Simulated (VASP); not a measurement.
Set up this calculation in VASP 6.6.1, as the native input.

| Property | Result |
| --- | --- |
| Task | single point |
| Functional | r2SCAN |
| Potentials or basis | VASP PAW PBE potentials, release 64 (Zn, Cu) |
| Cutoff | 520 eV |
| k mesh | 14 × 14 × 14 |
| Occupations | gaussian, width 0.1 eV |
| Spin | no spin polarisation |
| Dipole correction | no |
| Further INCAR settings | ALGO = Normal; EDIFF = 1e-06; NBANDS = 18 |

ZnCu:

```
CELL_PARAMETERS angstrom
2.85911 0.00000 0.00000
0.00000 2.85911 0.00000
0.00000 0.00000 2.85911
ATOMIC_POSITIONS crystal
Zn 0.50000 0.50000 0.50000
Cu 0.00000 0.00000 0.00000
```

This cell differs from its parent crystal: volume scaled by 0.94.

These files were run (other wordings do the same):

POSCAR

```
ZnCu
1.0
    2.8591054769      0.0000000000      0.0000000000
    0.0000000000      2.8591054769      0.0000000000
    0.0000000000      0.0000000000      2.8591054769
Zn Cu
1 1
Direct
    0.5000000000      0.5000000000      0.5000000000
    0.0000000000      0.0000000000      0.0000000000
```

INCAR.step1

```
SYSTEM = ZnCu
ALGO = Normal
EDIFF = 1E-4
ENCUT = 520
GGA = PE
ISMEAR = 0
LASPH = .True.
LCHARG = .False.
LREAL = .False.
LWAVE = .True.
NBANDS = 18
NELM = 100
PREC = Accurate
SIGMA = 0.1
```

INCAR.step2

```
SYSTEM = ZnCu
ALGO = Normal
EDIFF = 1E-6
ENCUT = 520
ISIF = 2
ISMEAR = 0
ISTART = 1
LASPH = .True.
LCHARG = .False.
LMIXTAU = .True.
LREAL = .False.
LWAVE = .False.
METAGGA = R2SCAN
NBANDS = 18
NELM = 100
PREC = Accurate
SIGMA = 0.1
```

KPOINTS

```
k-points
0
Gamma
  14 14 14
  0 0 0
```

Potentials or basis: VASP PAW PBE potentials, release 64 (Zn, Cu).

The run is started by

```sh
$ cat potpaw_PBE.64/Zn/POTCAR potpaw_PBE.64/Cu/POTCAR > POTCAR
$ cp INCAR.step1 INCAR
$ mpirun -np 1 vasp_std > vasp.out
$ cp INCAR.step2 INCAR
$ mpirun -np 1 vasp_std > vasp.out
```

It gave:

* Pressure: 10.4 GPa

Caveat: the PAW data sets were made with another functional, which shifts forces and pressure a little.

Wall time 3.9 min on 1 thread of Oxide Virtual Turin-like Processor, with other jobs on the host, peak memory 0.15 GiB.
